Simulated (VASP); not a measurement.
# Ir (P6_3/mmc) in VASP: notebook, part 2 of 2

VASP 6.6.1.

**4. Single point, LDA**

This run uses another cell than the first one, of 13.62 Å³/atom.

File INCAR:

```
SYSTEM = Ir
ALGO     = Normal         ! electronic algorithm
EDIFF    = 1E-6           ! SCF threshold, eV
ENCUT    = 500            ! plane-wave cutoff, eV
GGA      = CA             ! functional
GGA_COMPAT= .FALSE.      
ISIF     = 2              ! what is computed and relaxed
ISMEAR   = 0              ! smearing method
LASPH    = .TRUE.         ! aspherical terms in the spheres
LCHARG   = .FALSE.        ! write CHGCAR
LREAL    = .FALSE.        ! projectors in reciprocal space
LWAVE    = .FALSE.        ! write WAVECAR
NBANDS   = 16             ! bands
NELM     = 120            ! most SCF steps
PREC     = Accurate       ! precision mode
SIGMA    = 0.15           ! smearing width, eV
```

File KPOINTS:

```
k-points
0
G
  18 18 10
  0 0 0
```

File POSCAR:

```
Ir
1.0
    2.6782000000      0.0000000000      0.0000000000
   -1.3391000000      2.3193892364      0.0000000000
    0.0000000000      0.0000000000      4.3862420605
Ir
2
Direct
    0.6666666667      0.3333333333      0.7500000000
    0.3333333333      0.6666666667      0.2500000000
```

Potentials or basis: VASP PAW LDA potentials, release 64 (Ir).

Launch:

```
> cat potpaw_LDA.64/Ir/POTCAR > POTCAR
> mpirun -np 1 vasp_std > vasp.out
```

OUTCAR:

```text
SYSTEM = Ir
   EDIFF = 1E-6
   ENCUT = 500
   GGA = CA
   ISIF = 2
   ISMEAR = 0
   LASPH = .TRUE.
   LREAL = .FALSE.
   NELM = 120
   PREC = Accurate

 ion  position               nearest neighbor table
   1  0.667  0.333  0.750-   2 2.68   2 2.68   2 2.68   2 2.68   2 2.68   2 2.68
   2  0.333  0.667  0.250-   1 2.68   1 2.68   1 2.68   1 2.68   1 2.68   1 2.68

  LATTYP: Found a hexagonal cell.
 ALAT       =     2.6782000000
 C/A-ratio  =     1.6377574716

  Lattice vectors:
[... 646 lines left out ...]

------------------------ aborting loop because EDIFF is reached ----------------------------------------

  FORCE on cell =-STRESS in cart. coord.  units (eV):
  Direction    XX          YY          ZZ          XY          YZ          ZX
  --------------------------------------------------------------------------------------
  -------------------------------------------------------------------------------------
  Total        2.1721009      2.1721009      1.4300746     -0.0000000      0.0000000      0.0000000
  in kB      127.7265975    127.7265975     84.0930356     -0.0000000      0.0000000      0.0000000
  external PRESSURE =     113.1820769 kB  Pullay stress =       0.0000000 kB

 VOLUME and BASIS-vectors are now :
 -----------------------------------------------------------------------------
  energy-cutoff  :      500.00
  volume of cell :       27.25
      direct lattice vectors                 reciprocal lattice vectors
     2.678200000  0.000000000  0.000000000     0.373385109  0.215573993  0.000000000
    -1.339100000  2.319389236  0.000000000     0.000000000  0.431147987  0.000000000
     0.000000000  0.000000000  4.386242060     0.000000000  0.000000000  0.227985594

 POSITION                                       TOTAL-FORCE (eV/Angst)
 -----------------------------------------------------------------------------------
      1.33910      0.77313      3.28968         0.000000     -0.000000      0.000000
     -0.00000      1.54626      1.09656        -0.000000      0.000000      0.000000
 -----------------------------------------------------------------------------------
    total drift:                               -0.000000      0.000000     -0.000000

  FREE ENERGIE OF THE ION-ELECTRON SYSTEM (eV)
  ---------------------------------------------------
  free  energy   TOTEN  =       -20.4819330795 eV

  energy  without entropy=      -20.4592931203  energy(sigma->0) =      -20.47061310
```

OSZICAR:

```text
N       E                     dE             d eps       ncg     rms          rms(c)
DAV:   1     0.141800508940E+03    0.14180E+03   -0.82313E+03  7104   0.111E+03
DAV:   2    -0.179181003903E+02   -0.15972E+03   -0.14396E+03  7104   0.311E+02
DAV:   3    -0.216035000189E+02   -0.36854E+01   -0.36396E+01  9752   0.568E+01
DAV:   4    -0.216459294876E+02   -0.42429E-01   -0.42420E-01  8040   0.511E+00
DAV:   5    -0.216471933407E+02   -0.12639E-02   -0.12638E-02  9936   0.922E-01    0.252E+01
DAV:   6    -0.206903570675E+02    0.95684E+00   -0.11032E+00  9088   0.139E+01    0.105E+01
DAV:   7    -0.204963364053E+02    0.19402E+00   -0.35282E-01  9648   0.738E+00    0.207E+00
DAV:   8    -0.204856896639E+02    0.10647E-01   -0.66097E-03  8136   0.807E-01    0.884E-01
DAV:   9    -0.204819500493E+02    0.37396E-02   -0.38485E-03  9616   0.836E-01    0.638E-02
DAV:  10    -0.204819403812E+02    0.96681E-05   -0.28736E-05 10256   0.513E-02    0.477E-02
DAV:  11    -0.204819330774E+02    0.73038E-05   -0.63262E-06  9392   0.274E-02    0.834E-04
DAV:  12    -0.204819330795E+02   -0.20907E-08   -0.10142E-07  5768   0.232E-03
   1 F= -.20481933E+02 E0= -.20470613E+02  d E =-.226400E-01
```

Wall time 24 s (1 thread of AMD EPYC 9R45 (Zen 5), shared host); peak memory 0.16 GiB.

Results:

| Property | Result |
| --- | --- |
| Free energy | -20.4819 eV |
| Pressure | 11.3 GPa |
| Band gap on the k mesh | zero (bands 9 and 10 overlap by 3.63 eV) |

Caveat: the cell stands under pressure; spin-orbit coupling is left out, which moves the levels of the heavy elements.

**5. Single point, LDA**

This run uses another cell than the first one, of 13.67 Å³/atom.

File INCAR:

```
ALGO     = Normal         # electronic algorithm
EDIFF    = 1E-6           # SCF threshold, eV
ENCUT    = 500            # plane-wave cutoff, eV
GGA      = CA             # functional
GGA_COMPAT= False        
ISIF     = 2              # what is computed and relaxed
ISMEAR   = 0              # smearing method
LASPH    = True           # aspherical terms in the spheres
LCHARG   = False          # write CHGCAR
LREAL    = False          # projectors in reciprocal space
LWAVE    = False          # write WAVECAR
NBANDS   = 16             # bands
NELM     = 120            # most SCF steps
PREC     = Accurate       # precision mode
SIGMA    = 0.15           # smearing width, eV
```

File KPOINTS:

```
k-points
0
Gamma
  18 18 10
```

File POSCAR:

```
Ir
1.0
    2.7052686553      0.0000000000      0.0000000000
   -1.3526343277      2.3428313795      0.0000000000
    0.0000000000      0.0000000000      4.3131000000
Ir
2
Direct
    0.6666666667      0.3333333333      0.7500000000
    0.3333333333      0.6666666667      0.2500000000
```

Launch:

```
> cat potpaw_LDA.64/Ir/POTCAR > POTCAR
> mpirun -np 1 vasp_std > vasp.out
```

Wall time 24 s (1 thread of AMD EPYC 9R45 (Zen 5), shared host); peak memory 0.16 GiB.

Results (log left out):

```yaml
Free_energy: -20.4825 eV
Pressure: 10.1 GPa
Band_gap_on_the_k_mesh: zero (bands 9 and 10 overlap by 3.64 eV)
```

Stress tensor (GPa, compression positive):
```
 7.42  0.00  0.00
 0.00  7.42  0.00
 0.00  0.00 15.49
```

Levels at points of the mesh, in eV from the Fermi level:
```
           k point  band 6  band 7  band 8  band 9  band 10  band 11  band 12  band 13
(0.00, 0.00, 0.00)   -3.39   -3.39   -2.72   -2.72    -0.72     0.25     0.25     7.63
(0.50, 0.00, 0.00)   -3.70   -3.09    0.62    1.11     1.11     3.05     4.52     8.50
(0.00, 0.00, 0.50)   -4.31   -4.31   -4.31   -0.52    -0.52    -0.52    -0.52    13.65
(0.50, 0.00, 0.50)   -2.38   -1.08   -1.08    0.91     0.91     2.08     2.08     7.95
```

Caveat: the stress differs along the axes, from 7 to 15 GPa; spin-orbit coupling is left out, which moves the levels of the heavy elements.

**6. Single point, LDA**

This run uses another cell than the first one, of 13.26 Å³/atom.

File INCAR:

```
SYSTEM = Ir
ALGO     = Normal         ! electronic algorithm
EDIFF    = 1E-6           ! SCF threshold, eV
ENCUT    = 560            ! plane-wave cutoff, eV
GGA      = CA             ! functional
GGA_COMPAT= .FALSE.      
ISIF     = 2              ! what is computed and relaxed
ISMEAR   = 0              ! smearing method
LASPH    = .TRUE.         ! aspherical terms in the spheres
LCHARG   = .FALSE.        ! write CHGCAR
LREAL    = .FALSE.        ! projectors in reciprocal space
LWAVE    = .FALSE.        ! write WAVECAR
NBANDS   = 24             ! bands
NELM     = 120            ! most SCF steps
PREC     = Accurate       ! precision mode
SIGMA    = 0.15           ! smearing width, eV
```

File KPOINTS:

```
k-points
0
G
  18 18 10
  0 0 0
```

File POSCAR:

```
Ir
1.0
    2.6421000000      0.0000000000      0.0000000000
   -1.3210500000      2.2881257193      0.0000000000
    0.0000000000      0.0000000000      4.3862420605
Ir
2
Direct
    0.6666666667      0.3333333333      0.7500000000
    0.3333333333      0.6666666667      0.2500000000
```

Potentials or basis: VASP PAW LDA potentials, release 64 (Ir_sv_GW).

Launch:

```
> cat potpaw_LDA.64/Ir_sv_GW/POTCAR > POTCAR
> mpirun -np 1 vasp_std > vasp.out
```

OUTCAR:

```text
SYSTEM = Ir
   EDIFF = 1E-6
   ENCUT = 560
   GGA = CA
   ISIF = 2
   ISMEAR = 0
   LASPH = .TRUE.
   LREAL = .FALSE.
   NELM = 120
   PREC = Accurate

 ion  position               nearest neighbor table
   1  0.667  0.333  0.750-   2 2.67   2 2.67   2 2.67   2 2.67   2 2.67   2 2.67
   2  0.333  0.667  0.250-   1 2.67   1 2.67   1 2.67   1 2.67   1 2.67   1 2.67

  LATTYP: Found a hexagonal cell.
 ALAT       =     2.6421000000
 C/A-ratio  =     1.6601347642

  Lattice vectors:

 A1 = (   2.6421000000,   0.0000000000,   0.0000000000)
 A2 = (  -1.3210500000,   2.2881257193,   0.0000000000)
 A3 = (   0.0000000000,   0.0000000000,   4.3862420605)

Analysis of symmetry for initial positions (statically):
=====================================================================
 Subroutine PRICEL returns:
 Original cell was already a primitive cell.

 Routine SETGRP: Setting up the symmetry group for a
 hexagonal supercell.

 Subroutine GETGRP returns: Found 24 space group operations
 (whereof 12 operations were pure point group operations)
 out of a pool of 24 trial point group operations.

The static configuration has the point symmetry D_3d.
 The point group associated with its full space group is D_6h.
[... 159 lines left out ...]

  energy without entropy =      -21.53769982  energy(sigma->0) =      -21.54856960

 E-fermi :  14.0764     XC(G=0): -15.2007

 val. band max:       14.0683940064   @ k =   0.3889   0.1667   0.1000
 cond. band min:      14.0783901046   @ k =   0.3889   0.1667   0.0000
 fundamental gap:      0.0099960982
 Fermi energy:        14.0764416076

 k-point     1 :       0.0000    0.0000    0.0000
  band No.  band energies     occupation
      1     -78.7527      2.00000
      2     -78.6685      2.00000
      3     -36.3299      2.00000
      4     -35.4610      2.00000
      5     -35.4610      2.00000
      6     -35.3651      2.00000
[... 637 lines left out ...]
     23      25.0653      0.00000
     24      27.9266      0.00000

 [... further k-points ...]

------------------------ aborting loop because EDIFF is reached ----------------------------------------

  FORCE on cell =-STRESS in cart. coord.  units (eV):
  Direction    XX          YY          ZZ          XY          YZ          ZX
  --------------------------------------------------------------------------------------
  -------------------------------------------------------------------------------------
  Total        4.1592661      4.1592661      2.2492955      0.0000000      0.0000000      0.0000000
  in kB      251.3075653    251.3075653    135.9049781      0.0000000      0.0000000      0.0000000
  external PRESSURE =     212.8400363 kB  Pullay stress =       0.0000000 kB

 VOLUME and BASIS-vectors are now :
 -----------------------------------------------------------------------------
  energy-cutoff  :      560.00
  volume of cell :       26.52
      direct lattice vectors                 reciprocal lattice vectors
     2.642100000  0.000000000  0.000000000     0.378486810  0.218519461  0.000000000
    -1.321050000  2.288125719  0.000000000     0.000000000  0.437038923  0.000000000
     0.000000000  0.000000000  4.386242060     0.000000000  0.000000000  0.227985594

 POSITION                                       TOTAL-FORCE (eV/Angst)
 -----------------------------------------------------------------------------------
      1.32105      0.76271      3.28968         0.000000      0.000000      0.000000
     -0.00000      1.52542      1.09656        -0.000000      0.000000      0.000000
 -----------------------------------------------------------------------------------
    total drift:                               -0.000000      0.000000     -0.000000

  FREE ENERGIE OF THE ION-ELECTRON SYSTEM (eV)
  ---------------------------------------------------
  free  energy   TOTEN  =       -21.5594393885 eV

  energy  without entropy=      -21.5376998173  energy(sigma->0) =      -21.54856960
```

stdout:

```text
POSCAR found type information on POSCAR Ir
 POSCAR found :  1 types and       2 ions
 scaLAPACK will be used
 LDA part: xc-table for (Slater(with rela. corr.)+CA(PZ))
 , standard interpolation
 POSCAR, INCAR and KPOINTS ok, starting setup
 FFT: planning ... GRIDC
 FFT: planning ... GRID_SOFT
 FFT: planning ... GRID
 WAVECAR not read
 entering main loop
```

Wall time 52 s (1 thread of Intel Xeon 6975P-C (Granite Rapids), shared host); peak memory 0.24 GiB.

What came out:

| Property | Result |
| --- | --- |
| Free energy | -21.5594 eV |
| Pressure | 21.3 GPa |
| Band gap on the k mesh | zero (bands 17 and 18 overlap by 3.89 eV) |

Caveat: the stress differs along the axes, from 14 to 25 GPa; spin-orbit coupling is left out, which moves the levels of the heavy elements.

**7. Single point, LDA**

This run uses another cell than the first one, of 13.04 Å³/atom.

File INCAR:

```
SYSTEM = Ir
PREC     = Accurate       ! precision mode
ENCUT    = 560            ! plane-wave cutoff, eV
EDIFF    = 1E-6           ! SCF threshold, eV
ISMEAR   = 0              ! smearing method
SIGMA    = 0.15           ! smearing width, eV
LREAL    = .False.        ! projectors in reciprocal space
LASPH    = .True.         ! aspherical terms in the spheres
NELM     = 120            ! most SCF steps
ALGO     = Normal         ! electronic algorithm
ISIF     = 2              ! what is computed and relaxed
LWAVE    = .False.        ! write WAVECAR
LCHARG   = .False.        ! write CHGCAR
GGA      = CA             ! functional
NBANDS   = 24             ! bands
GGA_COMPAT= .False.
```

File KPOINTS:

```
regular mesh
0
Gamma
  18 18 10
  0 0 0
```

Changes to POSCAR since step 6:

```diff
@@ -4,3 +4,3 @@
    -1.3210500000      2.2881257193      0.0000000000
-    0.0000000000      0.0000000000      4.3862420605
+    0.0000000000      0.0000000000      4.3131000000
 Ir
```

Launch:

```
> cat potpaw_LDA.64/Ir_sv_GW/POTCAR > POTCAR
> mpirun -np 1 vasp_std > vasp.out
```

Wall time 62 s (1 thread of Intel Xeon Platinum 8488C (Sapphire Rapids), shared host); peak memory 0.24 GiB.

Results (log left out):

- Free energy: -21.4972 eV
- Pressure: 30.0 GPa
- Band gap on the k mesh: zero (bands 17 and 18 overlap by 3.89 eV)

Stress tensor (GPa, compression positive):
```
31.02  0.00  0.00
 0.00 31.02  0.00
 0.00  0.00 27.96
```

Levels at points of the mesh, in eV from the Fermi level:
```
           k point  band 14  band 15  band 16  band 17  band 18  band 19  band 20  band 21
(0.00, 0.00, 0.00)    -3.66    -3.66    -2.66    -2.66    -1.03     0.31     0.31     7.80
(0.50, 0.00, 0.00)    -3.79    -3.43     0.90     1.13     1.37     3.37     4.95     8.73
(0.00, 0.00, 0.50)    -4.51    -4.51    -4.51    -0.52    -0.52    -0.52    -0.52    13.08
(0.50, 0.00, 0.50)    -2.43    -1.12    -1.12     1.18     1.18     2.24     2.24     8.51
```

Caveat: the cell stands under pressure; spin-orbit coupling is left out, which moves the levels of the heavy elements.

**8. The runs side by side**

```csv
potentials or basis,cell,cutoff (eV),gap on the mesh (eV),pressure (GPa)
"VASP PAW LDA potentials, release 64 (Ir)","a = 2.705, b = 2.705, c = 4.269 Å, angles 90.0, 90.0, 120.0°, 2 atoms",500,none,15.1
"VASP PAW LDA potentials, release 64 (Ir)","a = 2.786, b = 2.786, c = 4.035 Å, angles 90.0, 90.0, 120.0°, 2 atoms",500,none,20.1
"VASP PAW LDA potentials, release 64 (Ir)","a = 2.678, b = 2.678, c = 4.386 Å, angles 90.0, 90.0, 120.0°, 2 atoms",500,none,11.3
"VASP PAW LDA potentials, release 64 (Ir)","a = 2.705, b = 2.705, c = 4.313 Å, angles 90.0, 90.0, 120.0°, 2 atoms",500,none,10.1
"VASP PAW LDA potentials, release 64 (Ir_sv_GW)","a = 2.642, b = 2.642, c = 4.386 Å, angles 90.0, 90.0, 120.0°, 2 atoms",560,none,21.3
"VASP PAW LDA potentials, release 64 (Ir_sv_GW)","a = 2.642, b = 2.642, c = 4.313 Å, angles 90.0, 90.0, 120.0°, 2 atoms",560,none,30.0
```

Alike in all rows: task single point; level LDA; no spin polarisation; k mesh 18 × 18 × 10; smearing gaussian 0.15 eV.

Caveats: spin-orbit coupling is left out, which moves the levels of the heavy elements; the cell stands under pressure (at least some runs); the stress differs along the axes, from 11 to 24 GPa (at least some runs); the stress differs along the axes, from 6 to 48 GPa (at least some runs); the stress differs along the axes, from 7 to 15 GPa (at least some runs); the stress differs along the axes, from 14 to 25 GPa (at least some runs).

Absolute energies hang on the potentials; compare differences alone.
